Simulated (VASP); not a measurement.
A run of VASP 6.6.1:

The input INCAR:

```
SYSTEM = NiGe3
  PREC = Accurate
  ENCUT = 520
  EDIFF = 1E-6
  ISMEAR = 0
  SIGMA = 0.2
  LREAL = .FALSE.
  LASPH = .TRUE.
  NELM = 150
  ALGO = Normal
  ISIF = 2
  LWAVE = .FALSE.
  LCHARG = .TRUE.
  ISPIN = 2
  MAGMOM = 2 0 0 0
  LORBIT = 11
  LMAXMIX = 4
  GGA = PE
  LELF = .TRUE.
  LVHAR = .TRUE.
  NBANDS = 38
```

KPOINTS

```
Automatic mesh
0
G
  6 6 3
  0 0 0
```

The input POSCAR:

```
NiGe3
1.0
    2.8782698456      0.0000000000      0.0000000000
    0.0000000000      2.8782698456      0.0000000000
    0.0000000000      0.0000000000      8.2948952509
Ni Ge
1 3
Direct
    0.0000000000      0.0000000000      0.5000000000
    0.5000000000      0.5000000000      0.3198547063
    0.5000000000      0.5000000000      0.6801452937
    0.5000000000      0.5000000000      0.0000000000
```

Potentials or basis: VASP PAW PBE potentials, release 64 (Ni, Ge_d).

Run with:

```console
$ cat potpaw_PBE.64/Ni/POTCAR potpaw_PBE.64/Ge_d/POTCAR > POTCAR
$ mpirun -np 1 vasp_std > vasp.out
```

Hardware: 1 thread of Intel Xeon 8259CL, with other jobs on the host.

Q: Estimate the wall time of this run.

A: Run time: 3.4 min on 1 thread of Intel Xeon 8259CL (shared host), peak memory 0.22 GiB. Counts: scf iterations 16, k points 20.
